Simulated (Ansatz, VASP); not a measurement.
# One calculation of TiO2, two programs

```
Ti O
1.0
     2.88266    0.00000    0.00000
    -1.44133    2.49646    0.00000
     0.00000    0.00000    5.81910
Ti O
1 2
Direct
  0.00000 0.00000 0.00000
  0.33333 0.66667 0.19348
  0.33333 0.66667 0.80652
```

Alike in both runs: functional PBE; k mesh 6 × 6 × 4; occupations gaussian, width 0.1 eV; collinear spin.

Ansatz relaxed the structure, and its values are those at the end. VASP's run is a single point on that final structure, the one shown.

|  | VASP | Ansatz |
| --- | --- | --- |
| version | VASP 6.6.1 | Ansatz 0.2.0 |
| potentials or method | VASP PAW PBE potentials, release 64 (Ti_sv, O), cutoff 520 eV | scalar-relativistic, plane waves, PAW |
| valence electrons in the cell | 24 | 24 |

Ansatz gave:

- gap on the k mesh at the Fermi level (eV): 1.15
- least direct gap on the mesh (eV): 1.41
- pressure (GPa): 0.1
- rms of the force components (eV/Å): 0.007
- net moment per atom (μB): 0.00

**Question.** Estimate VASP's values.

**Answer.** gap on the k mesh at the Fermi level (eV): 1.13; least direct gap on the mesh (eV): 1.38; pressure (GPa): 0.6; rms of the force components (eV/Å): 0.039; net moment per atom (μB): 0.00.

Ansatz's warnings: seeded moment not kept.
